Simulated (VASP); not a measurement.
Wanted: the native input for a VASP 6.6.1 run.

- Task: single point
- Functional: PBE
- Potentials or basis: VASP PAW PBE potentials, release 64 (Rb_sv, Br)
- Cutoff: 520 eV
- k mesh: 6 × 6 × 6
- Occupations: gaussian, width 0.05 eV
- Spin: no spin polarisation
- Dipole correction: no
- Further INCAR settings: ALGO = Normal; EDIFF = 1e-06; NBANDS = 15

The structure of RbBr lies in POSCAR:

```
RbBr
1.0
    0.0000000000      3.4275000000      3.4275000000
    3.4275000000      0.0000000000      3.4275000000
    3.4275000000      3.4275000000      0.0000000000
Rb Br
1 1
Direct
    0.0000000000      0.0000000000      0.0000000000
    0.5000000000      0.5000000000      0.4381088157
```

This cell differs from its parent crystal: atom 2 (Br) moved by (-0.300, +0.000) A along [1 1 0] and z.

These files were run (other wordings do the same):

INCAR

```
SYSTEM = RbBr
ALGO     = Normal         ! electronic algorithm
EDIFF    = 1E-6           ! SCF threshold, eV
ENCUT    = 520            ! plane-wave cutoff, eV
GGA      = PE             ! functional
ISIF     = 2              ! what is computed and relaxed
ISMEAR   = 0              ! smearing method
LASPH    = .True.         ! aspherical terms in the spheres
LCHARG   = .False.        ! write CHGCAR
LREAL    = .False.        ! projectors in reciprocal space
LWAVE    = .False.        ! write WAVECAR
NBANDS   = 15             ! bands
NELM     = 100            ! most SCF steps
PREC     = Accurate       ! precision mode
SIGMA    = 0.05           ! smearing width, eV
```

KPOINTS

```
k-points
0
Gamma
  6 6 6
  0 0 0
```

Potentials or basis: VASP PAW PBE potentials, release 64 (Rb_sv, Br).

Command:

```bash
$ cat potpaw_PBE.64/Rb_sv/POTCAR potpaw_PBE.64/Br/POTCAR > POTCAR
$ mpirun -np 1 vasp_std > vasp.out
```

It gave:

The pressure is 1.5 GPa. The largest force is 0.400 eV/Å. The band gap on the k mesh is 4.39 eV, direct.

Caveat: the cell differs from its parent crystal (atom 2 (Br) moved by (-0.300, +0.000) A along [1 1 0] and z).

Wall time 31 s on 1 thread of Intel(R) Xeon(R) 6975P-C (Granite Rapids), on a shared host, peak memory 0.23 GiB.
